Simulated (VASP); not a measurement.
A run of VASP 6.6.1 is set up as follows.

The input INCAR:

```
PREC = Accurate
ENCUT = 520
EDIFF = 1E-6
ISMEAR = -1
SIGMA = 0.05
LREAL = False
LASPH = True
NELM = 150
ALGO = Normal
ISIF = 2
LWAVE = False
LCHARG = False
ISPIN = 2
MAGMOM = 1
LORBIT = 11
LMAXMIX = 4
GGA = B5
ALDAX = 1.0
AGGAX = 1.0
AGGAC = 1.0
ALDAC = 0.0
NBANDS = 16
```

File KPOINTS:

```
Automatic mesh
0
Gamma
  22 22 22
```

The input POSCAR:

```
Nb
1.0
   -1.6519864449      1.6519864449      1.6519864449
    1.6519864449     -1.6519864449      1.6519864449
    1.6519864449      1.6519864449     -1.6519864449
Nb
1
Direct
    0.0000000000      0.0000000000      0.0000000000
```

Potentials or basis: VASP PAW PBE potentials, release 64 (Nb_sv).

Run with:

```console
$ cat potpaw_PBE.64/Nb_sv/POTCAR > POTCAR
$ mpirun -np 1 vasp_std > vasp.out
```

Task: Predict the net moment.

Result: 0.00 μB per cell.

Task: Estimate the pressure.

Result: 7.3 GPa.

Caveat: the cell stands under pressure; the PAW data sets were made with another functional, which shifts forces and pressure a little.
